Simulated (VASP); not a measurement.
Input of a VASP 6.6.1 run:

File INCAR:

```
SYSTEM = VCd2
PREC = Accurate
ENCUT = 520
EDIFF = 1E-7
ISMEAR = 0
SIGMA = 0.1
LREAL = .False.
LASPH = .True.
NELM = 150
ALGO = Normal
ISIF = 2
LWAVE = .False.
LCHARG = .False.
ISPIN = 2
MAGMOM = 2 0 0
LORBIT = 11
LMAXMIX = 4
GGA = PE
NBANDS = 30
```

KPOINTS

```
Automatic mesh
0
Gamma
  6 6 6
  0 0 0
```

The input POSCAR:

```
VCd2
1.0
    0.0000000000      3.0957906954      3.0957906954
    3.0957906954      0.0000000000      3.0957906954
    3.0957906954      3.0957906954      0.0000000000
V Cd
1 2
Direct
    0.0000000000      0.0000000000      0.0000000000
    0.2500000000      0.2500000000      0.2500000000
    0.7500000000      0.7500000000      0.7500000000
```

Potentials or basis: VASP PAW PBE potentials, release 64 (V_sv, Cd).

Run with:

```bash
$ cat potpaw_PBE.64/V_sv/POTCAR potpaw_PBE.64/Cd/POTCAR > POTCAR
$ mpirun -np 1 vasp_std > vasp.out
```

(1) Estimate the pressure.

(2) Estimate the net moment.

(3) Estimate the site moments.

Results:

(1) 14.3 GPa.

(2) 3.05 μB per cell.

(3) V +2.47; Cd +0.06 μB.
